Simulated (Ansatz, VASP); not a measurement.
# One calculation of KI, two programs

```
CELL_PARAMETERS angstrom
0.00000 3.96589 3.96589
3.96589 0.00000 3.96589
3.96589 3.96589 0.00000
ATOMIC_POSITIONS crystal
K 0.00000 0.00000 0.00000
I 0.25000 0.25000 0.25000
```

Alike in both runs: task single point; functional PBE-based screened hybrid; k mesh 4 × 4 × 4; no spin polarisation.

```csv
,VASP,Ansatz
version,VASP 6.6.1,Ansatz 0.2.0
potentials or method,"VASP PAW PBE potentials, release 64 (K_sv, I)",plane waves
plane-wave cutoff (eV),520,420
occupations,"gaussian, width 0.01 eV",fixed
valence electrons in the cell,16,26
```

```tsv
	VASP	Ansatz	Ansatz less VASP
gap on the k mesh at the Fermi level (eV)	4.28	4.28	+0.008
pressure (GPa)	0.1	0.1	-0.01
```

VASP's potentials were made for PBE, not for PBE-based screened hybrid. VASP's potentials hold 16 valence electrons a cell and Ansatz's 26, so a difference there can come from the potentials and not from the codes. Ansatz's warnings: stress exchange threshold loose, stress scf threshold loose.

Neither program's run includes spin-orbit coupling.
